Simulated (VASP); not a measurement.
# Sn (Pm-3m) in VASP: notebook

The runs below take Sn through single point, with PBE.

Program: VASP 6.6.1. These are calculated values, not measurements. Logs are shortened: lines on timing, memory, paths and dates and some standing lists are left out, and cuts for length are marked.

## Step 1: The cell of the first run

The structure is cubic, space group Pm-3m (No. 221). The conventional cell has a = 2.606 Å, b = 2.606 Å, c = 2.606 Å, α = 90.00°, β = 90.00°, γ = 90.00°. Sn (site symmetry m-3m) has 6 Sn at 2.61 Å within 3.4 Å.

## Step 2: Single point, PBE (volume scaled by 0.6)

Contents of INCAR:

```
PREC = Accurate
ENCUT = 520
EDIFF = 1E-6
ISMEAR = -1
SIGMA = 0.08
LREAL = F
LASPH = T
NELM = 100
ALGO = Normal
ISIF = 2
LWAVE = F
LCHARG = F
GGA = PE
NBANDS = 13
```

Contents of KPOINTS:

```
regular mesh
0
Gamma
  12 12 12
```

Contents of POSCAR:

```
Sn
1.0
    2.6063374796      0.0000000000      0.0000000000
    0.0000000000      2.6063374796      0.0000000000
    0.0000000000      0.0000000000      2.6063374796
Sn
1
Direct
    0.0000000000      0.0000000000      0.0000000000
```

Potentials or basis: VASP PAW PBE potentials, release 64 (Sn_d).

Command:

```
$ cat potpaw_PBE.64/Sn_d/POTCAR > POTCAR
$ mpirun -np 1 vasp_std > vasp.out
```

OUTCAR:

```text
PREC = Accurate
   ENCUT = 520
   EDIFF = 1E-6
   ISMEAR = -1
   LREAL = F
   LASPH = T
   NELM = 100
   ISIF = 2
   GGA = PE

 ion  position               nearest neighbor table
   1  0.000  0.000  0.000-

  LATTYP: Found a simple cubic cell.
 ALAT       =     2.6063374796

  Lattice vectors:

 A1 = (   2.6063374796,   0.0000000000,   0.0000000000)
 A2 = (   0.0000000000,   2.6063374796,   0.0000000000)
 A3 = (   0.0000000000,   0.0000000000,   2.6063374796)

Analysis of symmetry for initial positions (statically):
=====================================================================
 Subroutine PRICEL returns:
 Original cell was already a primitive cell.

 Routine SETGRP: Setting up the symmetry group for a
 simple cubic supercell.

 Subroutine GETGRP returns: Found 48 space group operations
 (whereof 48 operations were pure point group operations)
 out of a pool of 48 trial point group operations.

The static configuration has the point symmetry O_h .

Analysis of symmetry for dynamics (positions and initial velocities):
=====================================================================
 Subroutine PRICEL returns:
 Original cell was already a primitive cell.

 Routine SETGRP: Setting up the symmetry group for a
 simple cubic supercell.

 Subroutine GETGRP returns: Found 48 space group operations
 (whereof 48 operations were pure point group operations)
 out of a pool of 48 trial point group operations.

The dynamic configuration has the point symmetry O_h .

 Subroutine INISYM returns: Found 48 space group operations
 (whereof 48 operations are pure point group operations),
 and found     1 'primitive' translations

----------------------------------------------------------------------------------------

                                     Primitive cell

  volume of cell :      17.7048

  direct lattice vectors                    reciprocal lattice vectors
     2.606337480  0.000000000  0.000000000     0.383680167  0.000000000  0.000000000
     0.000000000  2.606337480  0.000000000     0.000000000  0.383680167  0.000000000
     0.000000000  0.000000000  2.606337480     0.000000000  0.000000000  0.383680167

  length of vectors
     2.606337480  2.606337480  2.606337480     0.383680167  0.383680167  0.383680167

  position of ions in fractional coordinates (direct lattice)
     0.000000000  0.000000000  0.000000000

  ion indices of the primitive-cell ions
   primitive index   ion index
                 1           1

----------------------------------------------------------------------------------------

 KPOINTS: regular mesh

Automatic generation of k-mesh.
 Grid dimensions read from file:
 generate k-points for:   12   12   12

 Generating k-lattice:

  Cartesian coordinates                     Fractional coordinates (reciprocal lattice)
     0.031973347  0.000000000  0.000000000     0.083333333  0.000000000  0.000000000
     0.000000000  0.031973347  0.000000000     0.000000000  0.083333333  0.000000000
     0.000000000  0.000000000  0.031973347     0.000000000  0.000000000  0.083333333

  Length of vectors
     0.031973347  0.031973347  0.031973347

  Shift w.r.t. Gamma in fractional coordinates (k-lattice)
     0.000000000  0.000000000  0.000000000

 Subroutine IBZKPT returns following result:
 ===========================================

 Found     84 irreducible k-points:

 Following reciprocal coordinates:
            Coordinates               Weight
  0.000000  0.000000  0.000000      1.000000
  0.083333  0.000000  0.000000      6.000000
  0.166667  0.000000  0.000000      6.000000
  0.250000  0.000000  0.000000      6.000000
  0.333333  0.000000  0.000000      6.000000
  0.416667  0.000000  0.000000      6.000000
[... 16 lines left out ...]
  0.333333  0.333333  0.000000     12.000000
  0.416667  0.333333  0.000000     24.000000
 [... further k-points ...]
   k-points           NKPTS =     84   k-points in BZ     NKDIM =     84   number of bands    NBANDS=     13
   number of dos      NEDOS =    301   number of ions     NIONS =      1
   total plane-waves  NPLWV =   8000
   dimension x,y,z NGX =    20 NGY =   20 NGZ =   20
   dimension x,y,z NGXF=    40 NGYF=   40 NGZF=   40
   ions per type =               1
   NGX,Y,Z   is equivalent  to a cutoff of  12.76, 12.76, 12.76 a.u.
   NGXF,Y,Z  is equivalent  to a cutoff of  25.51, 25.51, 25.51 a.u.
 SYSTEM =  unknown system
   PREC   = accura    normal or accurate (medium, high low for compatibility)
   ISTART =      0    job   : 0-new  1-cont  2-samecut
   ICHARG =      2    charge: 1-file 2-atom 10-const
   ISPIN  =      1    spin polarized calculation?
   LNONCOLLINEAR =      F non collinear calculations
   LSORBIT =      F    spin-orbit coupling
   LASPH  =      T    aspherical Exc in radial PAW
   ENCUT  =  520.0 eV  38.22 Ry    6.18 a.u.   4.85  4.85  4.85*2*pi/ulx,y,z
   NELM   =    100;   NELMIN=  2; NELMDL= -5     # of ELM steps
   EDIFF  = 0.1E-05   stopping-criterion for ELM
   LREAL  =      F    real-space projection
   EDIFFG = 0.1E-04   stopping-criterion for IOM
   NSW    =      0    number of steps for IOM
   IBRION =     -1    ionic relax: 0-MD 1-quasi-New 2-CG
   NFREE  =      0    steps in history (QN), initial steepest desc. (CG)
   ISIF   =      2    stress and relaxation
   ISYM   =      2    0-nonsym 1-usesym 2-fastsym
   POTIM  = 0.5000    time-step for ionic-motion
   TEBEG  =    0.0;   TEEND  =   0.0 temperature during run
   PSTRESS=    0.0 pullay stress
   NELECT =      14.0000    total number of electrons
   NUPDOWN=      -1.0000    fix difference up-down
   EMIN   =  10.00;   EMAX   =-10.00  energy-range for DOS
   EFERMI =   0.00;   METHOD = LEGACY
   ISMEAR =    -1;   SIGMA  =   0.08  broadening in eV -4-tet -1-fermi 0-gaus
   EFERMI_NEDOS =   21; number of points for ismear=-14 and -15
   IALGO  =     38    algorithm
   IMIX   =      4    mixing-type and parameters
     AMIX     =   0.40;   BMIX     =  1.00
     AMIX_MAG =   1.60;   BMIX_MAG =  1.00
  volume/ion in A,a.u.               =      17.70       119.48
  Fermi-wavevector in a.u.,A,eV,Ry     =   1.513864  2.860788 31.181617  2.291784
  Thomas-Fermi vector in A             =   2.623598
   LORBIT       =      0    0 simple, 1 ext, 2 COOP (PROOUT), +10 PAW based schemes
   GGA     = PE    functional components
   LHFCALC =     F    Hartree Fock is set to
   AEXX    =    0.0000 exact exchange contribution
   IVDW    =     0    specifies the selected vdW correction
   LEPSILON=     F    determine dielectric tensor
   LRPA    =     F    only Hartree local field effects (RPA)
 non-spin polarized calculation
  energy-cutoff  :      520.00
  volume of cell :       17.70
 maximum number of plane-waves:       488
 NGX is ok and might be reduce to    20
   NGX =  9   NGY =  9   NGZ =  9

 number of electron      13.9999984 magnetization

 Free energy of the ion-electron system (eV)
  ---------------------------------------------------
  ext. energy  EPLUGINS =         0.00000000
  ---------------------------------------------------
  free energy    TOTEN  =        -1.94639128 eV

  energy without entropy =       -1.93857805  energy(sigma->0) =       -1.94248466

 E-fermi :  14.6272     XC(G=0): -12.4416

 val. band max:       14.5712576007   @ k =   0.2500   0.2500   0.0833
 cond. band min:      14.6352273713   @ k =   0.5000   0.5000   0.5000
 fundamental gap:      0.0639697707
 Fermi energy:        14.6271706225

 k-point     1 :       0.0000    0.0000    0.0000
  band No.  band energies     occupation
      1      -8.6455      2.00000
      2      -8.6455      2.00000
      3      -7.1729      2.00000
      4      -7.1729      2.00000
      5      -7.1729      2.00000
      6      -0.6745      2.00000
      7      21.6662      0.00000
      8      21.6662      0.00000
      9      21.6662      0.00000
     10      25.6705      0.00000
     11      25.6705      0.00000
     12      28.6746      0.00000
     13      37.4776      0.00000

 k-point     2 :       0.0833    0.0000    0.0000
  band No.  band energies     occupation
      1      -8.6390      2.00000
      2      -8.5785      2.00000
      3      -7.2012      2.00000
      4      -7.2012      2.00000
      5      -7.1706      2.00000
      6      -0.5062      2.00000
      7      19.7653      0.00000
      8      21.8745      0.00000
      9      21.8745      0.00000
     10      25.7164      0.00000
     11      26.7755      0.00000
     12      29.6952      0.00000
     13      36.6789      0.00000

 k-point     3 :       0.1667    0.0000    0.0000
  band No.  band energies     occupation
      1      -8.6211      2.00000
      2      -8.3963      2.00000
      3      -7.2777      2.00000
      4      -7.2777      2.00000
      5      -7.1642      2.00000
      6       0.0055      2.00000
      7      16.7256      0.00000
      8      22.4822      0.00000
      9      22.4822      0.00000
     10      25.8532      0.00000
     11      27.3852      0.00000
     12      32.7757      0.00000
     13      35.0510      0.00000
[... 305 lines left out ...]
 k-point    23 :       0.3333    0.3333    0.0000
  band No.  band energies     occupation
      1      -8.2173      2.00000
      2      -7.9373      2.00000
      3      -7.4490      2.00000
      4      -7.4384      2.00000
      5      -7.3115      2.00000
      6       4.7804      2.00000
      7      12.3487      2.00000
      8      14.6731      0.72055
      9      21.8317      0.00000
     10      27.8641      0.00000
     11      28.4886      0.00000
     12      31.8927      0.00000
     13      35.2134      0.00000

 k-point    24 :       0.4167    0.3333    0.0000
  band No.  band energies     occupation
      1      -8.1749      2.00000
      2      -8.0418      2.00000
      3      -7.5143      2.00000
      4      -7.4342      2.00000
      5      -7.1177      2.00000
      6       6.2703      2.00000
      7      10.5998      2.00000
      8      15.1552      0.00271
      9      19.8113      0.00000
     10      29.0589      0.00000
     11      29.3259      0.00000
     12      31.2545      0.00000
     13      33.6921      0.00000

 [... further k-points ...]

------------------------ aborting loop because EDIFF is reached ----------------------------------------

  FORCE on cell =-STRESS in cart. coord.  units (eV):
  Direction    XX          YY          ZZ          XY          YZ          ZX
  --------------------------------------------------------------------------------------
  -------------------------------------------------------------------------------------
  Total        8.9625457      8.9625457      8.9625457      0.0000000      0.0000000      0.0000000
  in kB      811.0544642    811.0544642    811.0544642      0.0000000      0.0000000      0.0000000
  external PRESSURE =     811.0544642 kB  Pullay stress =       0.0000000 kB

 VOLUME and BASIS-vectors are now :
 -----------------------------------------------------------------------------
  energy-cutoff  :      520.00
  volume of cell :       17.70
      direct lattice vectors                 reciprocal lattice vectors
     2.606337480  0.000000000  0.000000000     0.383680167  0.000000000  0.000000000
     0.000000000  2.606337480  0.000000000     0.000000000  0.383680167  0.000000000
     0.000000000  0.000000000  2.606337480     0.000000000  0.000000000  0.383680167

 POSITION                                       TOTAL-FORCE (eV/Angst)
 -----------------------------------------------------------------------------------
      0.00000      0.00000      0.00000         0.000000      0.000000      0.000000
 -----------------------------------------------------------------------------------
    total drift:                               -0.000000      0.000000      0.000000

  FREE ENERGIE OF THE ION-ELECTRON SYSTEM (eV)
  ---------------------------------------------------
  free  energy   TOTEN  =        -1.9463912759 eV

  energy  without entropy=       -1.9385780485  energy(sigma->0) =       -1.94248466
```

Wall time 13 s (1 thread of Intel Xeon Platinum 8259CL at 2.50GHz (Skylake/Cascade Lake), shared host); peak memory 0.13 GiB.

What came out:

- Free energy: -1.9464 eV
- Pressure: 81.1 GPa
- Band gap on the k mesh: zero (band 7 reaches 21.67 eV, above the bottom of band 8 at 11.32 eV)

Caveat: spin-orbit coupling is left out, which moves the levels of the heavy elements.

[end of part 1 of 3]
